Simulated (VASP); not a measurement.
# Ga4SbAs3 (P-4m2) in VASP: single point with PBE

Aim: the single point of Ga4SbAs3 with PBE.

Everything below comes from runs of VASP 6.6.1. Logs are shortened: lines on timing, memory, paths and dates and some standing lists are left out, and cuts for length are marked.

**1. The cell of the first run**

Symmetry: P-4m2, No. 115, tetragonal system. Conventional cell: a = 3.962 Å, b = 3.962 Å, c = 11.206 Å, α = 90.00°, β = 90.00°, γ = 90.00°. Within 3.2 Å of Ga (site symmetry 2mm) lie 2 As at 2.43 Å and 2 Sb at 2.43 Å. Within 3.2 Å of Ga (site symmetry 2mm) lie 4 As at 2.43 Å. Sb (site symmetry -4m2) has 4 Ga at 2.43 Å within 3.2 Å. Within 3.2 Å of As (site symmetry 2mm) lie 4 Ga at 2.43 Å. As (site symmetry -4m2) has 4 Ga at 2.43 Å within 3.2 Å.

**2. Single point, PBE**

INCAR reads:

```
ALGO = Normal
EDIFF = 1E-6
ENCUT = 520
GGA = PE
ISIF = 2
ISMEAR = 0
LASPH = True
LCHARG = True
LELF = True
LREAL = False
LVHAR = True
LWAVE = False
NBANDS = 46
NELM = 60
PREC = Accurate
SIGMA = 0.1
```

KPOINTS reads:

```
k-points
0
Gamma
  4 4 2
```

POSCAR reads:

```
Ga4SbAs3
1.0
    3.9619543900      0.0000000000      0.0000000000
    0.0000000000      3.9619543900      0.0000000000
    0.0000000000      0.0000000000     11.2060992600
Ga Sb As
4 1 3
Direct
    0.5000000000      0.0000000000      0.6250000000
    0.0000000000      0.5000000000      0.8750000000
    0.5000000000      0.0000000000      0.1250000000
    0.0000000000      0.5000000000      0.3750000000
    0.5000000000      0.5000000000      0.5000000000
    0.0000000000      0.0000000000      0.7500000000
    0.5000000000      0.5000000000      0.0000000000
    0.0000000000      0.0000000000      0.2500000000
```

Potentials or basis: VASP PAW PBE potentials, release 64 (Ga_d, Sb, As).

The run is started by

```bash
$ cat potpaw_PBE.64/Ga_d/POTCAR potpaw_PBE.64/Sb/POTCAR potpaw_PBE.64/As/POTCAR > POTCAR
$ mpirun -np 1 vasp_std > vasp.out
```

OUTCAR:

```text
EDIFF = 1E-6
   ENCUT = 520
   GGA = PE
   ISIF = 2
   ISMEAR = 0
   LASPH = True
   LREAL = False
   NELM = 60
   PREC = Accurate

 ion  position               nearest neighbor table
   1  0.500  0.000  0.625-   5 2.43   6 2.43   5 2.43   6 2.43
   2  0.000  0.500  0.875-   6 2.43   7 2.43   6 2.43   7 2.43
   3  0.500  0.000  0.125-   7 2.43   8 2.43   7 2.43   8 2.43
   4  0.000  0.500  0.375-   5 2.43   8 2.43   8 2.43   5 2.43
   5  0.500  0.500  0.500-   1 2.43   4 2.43   1 2.43   4 2.43
   6  0.000  0.000  0.750-   1 2.43   2 2.43   2 2.43   1 2.43
   7  0.500  0.500  0.000-   2 2.43   3 2.43   3 2.43   2 2.43
   8  0.000  0.000  0.250-   3 2.43   4 2.43   4 2.43   3 2.43

  LATTYP: Found a simple tetragonal cell.
 ALAT       =     3.9619543900
 C/A-ratio  =     2.8284271238

  Lattice vectors:

 A1 = (   3.9619543900,   0.0000000000,   0.0000000000)
 A2 = (   0.0000000000,   3.9619543900,   0.0000000000)
 A3 = (   0.0000000000,   0.0000000000,  11.2060992600)

Analysis of symmetry for initial positions (statically):
=====================================================================
 Subroutine PRICEL returns:
 Original cell was already a primitive cell.

 Routine SETGRP: Setting up the symmetry group for a
 simple tetragonal supercell.

 Subroutine GETGRP returns: Found  8 space group operations
 (whereof  8 operations were pure point group operations)
 out of a pool of 16 trial point group operations.

The static configuration has the point symmetry D_2d.

Analysis of symmetry for dynamics (positions and initial velocities):
=====================================================================
 Subroutine PRICEL returns:
 Original cell was already a primitive cell.

 Routine SETGRP: Setting up the symmetry group for a
 simple tetragonal supercell.

 Subroutine GETGRP returns: Found  8 space group operations
 (whereof  8 operations were pure point group operations)
 out of a pool of 16 trial point group operations.

The dynamic configuration has the point symmetry D_2d.

 Subroutine INISYM returns: Found  8 space group operations
 (whereof  8 operations are pure point group operations),
 and found     1 'primitive' translations

----------------------------------------------------------------------------------------

                                     Primitive cell

  volume of cell :     175.9031

  direct lattice vectors                    reciprocal lattice vectors
     3.961954390  0.000000000  0.000000000     0.252400685  0.000000000  0.000000000
     0.000000000  3.961954390  0.000000000     0.000000000  0.252400685  0.000000000
     0.000000000  0.000000000 11.206099260     0.000000000  0.000000000  0.089237118

  length of vectors
     3.961954390  3.961954390 11.206099260     0.252400685  0.252400685  0.089237118

  position of ions in fractional coordinates (direct lattice)
     0.500000000  0.000000000  0.625000000
     0.000000000  0.500000000  0.875000000
     0.500000000  0.000000000  0.125000000
     0.000000000  0.500000000  0.375000000
     0.500000000  0.500000000  0.500000000
     0.000000000  0.000000000  0.750000000
     0.500000000  0.500000000  0.000000000
     0.000000000  0.000000000  0.250000000

  ion indices of the primitive-cell ions
   primitive index   ion index
                 1           1
                 2           2
                 3           3
                 4           4
                 5           5
                 6           6
                 7           7
                 8           8

----------------------------------------------------------------------------------------

 KPOINTS: k-points

Automatic generation of k-mesh.
 Grid dimensions read from file:
 generate k-points for:    4    4    2

 Generating k-lattice:

  Cartesian coordinates                     Fractional coordinates (reciprocal lattice)
     0.063100171  0.000000000  0.000000000     0.250000000  0.000000000  0.000000000
     0.000000000  0.063100171  0.000000000     0.000000000  0.250000000  0.000000000
     0.000000000  0.000000000  0.044618559     0.000000000  0.000000000  0.500000000

  Length of vectors
     0.063100171  0.063100171  0.044618559

  Shift w.r.t. Gamma in fractional coordinates (k-lattice)
     0.000000000  0.000000000  0.000000000

 Subroutine IBZKPT returns following result:
 ===========================================

 Found     12 irreducible k-points:

 Following reciprocal coordinates:
            Coordinates               Weight
  0.000000  0.000000  0.000000      1.000000
  0.250000  0.000000  0.000000      4.000000
  0.500000  0.000000  0.000000      2.000000
  0.250000  0.250000  0.000000      4.000000
  0.500000  0.250000  0.000000      4.000000
  0.500000  0.500000  0.000000      1.000000
  0.000000  0.000000  0.500000      1.000000
  0.250000  0.000000  0.500000      4.000000
  0.500000  0.000000  0.500000      2.000000
  0.250000  0.250000  0.500000      4.000000
  0.500000  0.250000  0.500000      4.000000
  0.500000  0.500000  0.500000      1.000000
   k-points           NKPTS =     12   k-points in BZ     NKDIM =     12   number of bands    NBANDS=     46
   number of dos      NEDOS =    301   number of ions     NIONS =      8
   total plane-waves  NPLWV =  75600
   dimension x,y,z NGX =    30 NGY =   30 NGZ =   84
   dimension x,y,z NGXF=    60 NGYF=   60 NGZF=  168
   ions per type =               4   1   3
   NGX,Y,Z   is equivalent  to a cutoff of  12.59, 12.59, 12.46 a.u.
   NGXF,Y,Z  is equivalent  to a cutoff of  25.18, 25.18, 24.92 a.u.
 SYSTEM =  unknown system
   PREC   = accura    normal or accurate (medium, high low for compatibility)
   ISTART =      0    job   : 0-new  1-cont  2-samecut
   ICHARG =      2    charge: 1-file 2-atom 10-const
   ISPIN  =      1    spin polarized calculation?
   LNONCOLLINEAR =      F non collinear calculations
   LSORBIT =      F    spin-orbit coupling
   LASPH  =      T    aspherical Exc in radial PAW
   ENCUT  =  520.0 eV  38.22 Ry    6.18 a.u.   7.37  7.37 20.84*2*pi/ulx,y,z
   NELM   =     60;   NELMIN=  2; NELMDL= -5     # of ELM steps
   EDIFF  = 0.1E-05   stopping-criterion for ELM
   LREAL  =      F    real-space projection
   EDIFFG = 0.1E-04   stopping-criterion for IOM
   NSW    =      0    number of steps for IOM
   IBRION =     -1    ionic relax: 0-MD 1-quasi-New 2-CG
   NFREE  =      0    steps in history (QN), initial steepest desc. (CG)
   ISIF   =      2    stress and relaxation
   ISYM   =      2    0-nonsym 1-usesym 2-fastsym
   POTIM  = 0.5000    time-step for ionic-motion
   TEBEG  =    0.0;   TEEND  =   0.0 temperature during run
   PSTRESS=    0.0 pullay stress
   NELECT =      72.0000    total number of electrons
   NUPDOWN=      -1.0000    fix difference up-down
   EMIN   =  10.00;   EMAX   =-10.00  energy-range for DOS
   EFERMI =   0.00;   METHOD = LEGACY
   ISMEAR =     0;   SIGMA  =   0.10  broadening in eV -4-tet -1-fermi 0-gaus
   EFERMI_NEDOS =   21; number of points for ismear=-14 and -15
   IALGO  =     38    algorithm
   IMIX   =      4    mixing-type and parameters
     AMIX     =   0.40;   BMIX     =  1.00
     AMIX_MAG =   1.60;   BMIX_MAG =  1.00
  volume/ion in A,a.u.               =      21.99       148.38
  Fermi-wavevector in a.u.,A,eV,Ry     =   1.215517  2.296995 20.102372  1.477483
  Thomas-Fermi vector in A             =   2.350902
   LORBIT       =      0    0 simple, 1 ext, 2 COOP (PROOUT), +10 PAW based schemes
   GGA     = PE    functional components
   LHFCALC =     F    Hartree Fock is set to
   AEXX    =    0.0000 exact exchange contribution
   IVDW    =     0    specifies the selected vdW correction
   LEPSILON=     F    determine dielectric tensor
   LRPA    =     F    only Hartree local field effects (RPA)
 non-spin polarized calculation
 Gauss-broadening in eV      SIGMA  =   0.10
  energy-cutoff  :      520.00
  volume of cell :      175.90
 maximum number of plane-waves:      4801
 NGX is ok and might be reduce to    30
   NGX = 15   NGY = 15   NGZ = 41

 number of electron      71.9999971 magnetization

 Free energy of the ion-electron system (eV)
  ---------------------------------------------------
  ext. energy  EPLUGINS =         0.00000000
  ---------------------------------------------------
  free energy    TOTEN  =       -30.67096072 eV

  energy without entropy =      -30.67096071  energy(sigma->0) =      -30.67096071

 E-fermi :   5.5563     XC(G=0):  -9.8487

 val. band max:        5.1677493438   @ k =   0.0000   0.0000   0.0000
 cond. band min:       5.9447486939   @ k =   0.5000   0.0000   0.0000
 fundamental gap:      0.7769993501
 Fermi energy:         5.5563309377

 k-point     1 :       0.0000    0.0000    0.0000
  band No.  band energies     occupation
      1     -10.1557      2.00000
      2     -10.1013      2.00000
      3     -10.0653      2.00000
      4     -10.0653      2.00000
      5     -10.0110      2.00000
      6     -10.0110      2.00000
[... 38 lines left out ...]
     45       8.5885      0.00000
     46       8.6231      0.00000

 k-point     2 :       0.2500    0.0000    0.0000
  band No.  band energies     occupation
      1     -10.1571      2.00000
      2     -10.0934      2.00000
      3     -10.0772      2.00000
      4     -10.0632      2.00000
      5     -10.0384      2.00000
      6     -10.0121      2.00000
[... 38 lines left out ...]
     45       9.7413      0.00000
     46      10.4731      0.00000

 k-point     3 :       0.5000    0.0000    0.0000
  band No.  band energies     occupation
      1     -10.1656      2.00000
      2     -10.0962      2.00000
      3     -10.0773      2.00000
      4     -10.0613      2.00000
      5     -10.0545      2.00000
      6     -10.0133      2.00000
[... 430 lines left out ...]
     45      11.0293      0.00000
     46      11.2216      0.00000

 k-point    12 :       0.5000    0.5000    0.5000
  band No.  band energies     occupation
      1     -10.2002      2.00000
      2     -10.1068      2.00000
      3     -10.0944      2.00000
      4     -10.0392      2.00000
      5     -10.0101      2.00000
      6     -10.0101      2.00000
[... 38 lines left out ...]
     45      12.8601      0.00000
     46      13.2059      0.00000

------------------------ aborting loop because EDIFF is reached ----------------------------------------

  FORCE on cell =-STRESS in cart. coord.  units (eV):
  Direction    XX          YY          ZZ          XY          YZ          ZX
  --------------------------------------------------------------------------------------
  -------------------------------------------------------------------------------------
  Total       13.3128783     13.3128783     11.6960019      0.0000000      0.0000000      0.0000000
  in kB      121.2576466    121.2576466    106.5306564      0.0000000      0.0000000      0.0000000
  external PRESSURE =     116.3486499 kB  Pullay stress =       0.0000000 kB

 VOLUME and BASIS-vectors are now :
 -----------------------------------------------------------------------------
  energy-cutoff  :      520.00
  volume of cell :      175.90
      direct lattice vectors                 reciprocal lattice vectors
     3.961954390  0.000000000  0.000000000     0.252400685  0.000000000  0.000000000
     0.000000000  3.961954390  0.000000000     0.000000000  0.252400685  0.000000000
     0.000000000  0.000000000 11.206099260     0.000000000  0.000000000  0.089237118

 POSITION                                       TOTAL-FORCE (eV/Angst)
 -----------------------------------------------------------------------------------
      1.98098      0.00000      7.00381         0.000000      0.000000      1.847448
      0.00000      1.98098      9.80534         0.000000     -0.000000      0.015174
      1.98098      0.00000      1.40076         0.000000      0.000000     -0.015174
      0.00000      1.98098      4.20229         0.000000      0.000000     -1.847448
      1.98098      1.98098      5.60305         0.000000     -0.000000      0.000000
      0.00000      0.00000      8.40457         0.000000      0.000000      0.151363
      1.98098      1.98098      0.00000         0.000000      0.000000      0.000000
      0.00000      0.00000      2.80152         0.000000      0.000000     -0.151363
 -----------------------------------------------------------------------------------
    total drift:                                0.000000      0.000000      0.000000

  FREE ENERGIE OF THE ION-ELECTRON SYSTEM (eV)
  ---------------------------------------------------
  free  energy   TOTEN  =       -30.6709607151 eV

  energy  without entropy=      -30.6709607131  energy(sigma->0) =      -30.67096071
```

Run time: 87 s. Hardware: 1 thread of Intel Xeon Platinum 8488C (Sapphire Rapids), shared host; peak memory 0.3 GiB.

What came out:

| Property | Result |
| --- | --- |
| Free energy | -30.6710 eV |
| Pressure | 11.6 GPa |
| Largest force | 1.847 eV/Å |
| Band gap on the k mesh | 0.78 eV, indirect (least direct gap 0.84 eV) |

Forces on the atoms (eV/Å):
```
Ga   0.000  0.000  1.847
Ga   0.000  0.000  0.015
Ga   0.000  0.000 -0.015
Ga   0.000  0.000 -1.847
Sb   0.000  0.000  0.000
As   0.000  0.000  0.151
As   0.000  0.000  0.000
As   0.000  0.000 -0.151
```

Levels at points of the mesh, in eV from the valence-band top:
| k point | band 33 | band 34 | band 35 | band 36 | band 37 | band 38 | band 39 | band 40 |
| --- | --- | --- | --- | --- | --- | --- | --- | --- |
| (0.00, 0.00, 0.00) | -1.88 | -0.04 | 0.00 | 0.00 | 0.84 | 1.28 | 1.36 | 1.65 |
| (0.50, 0.00, 0.00) | -1.38 | -1.37 | -1.26 | -1.12 | 0.78 | 1.27 | 2.53 | 2.83 |
| (0.50, 0.50, 0.00) | -3.04 | -3.00 | -3.00 | -2.96 | 0.99 | 1.33 | 1.33 | 1.39 |
| (0.00, 0.00, 0.50) | -0.90 | -0.90 | -0.66 | -0.66 | 1.06 | 1.18 | 2.02 | 2.03 |
| (0.50, 0.00, 0.50) | -1.48 | -1.41 | -1.37 | -1.13 | 1.87 | 2.00 | 2.11 | 2.60 |
| (0.50, 0.50, 0.50) | -3.44 | -3.44 | -3.41 | -3.31 | 2.00 | 2.28 | 2.39 | 2.39 |

Caveat: spin-orbit coupling is left out, which moves the levels of the heavy elements; forces of over 1 eV/Å act on the atoms, so gaps and moduli don't describe the material at rest.
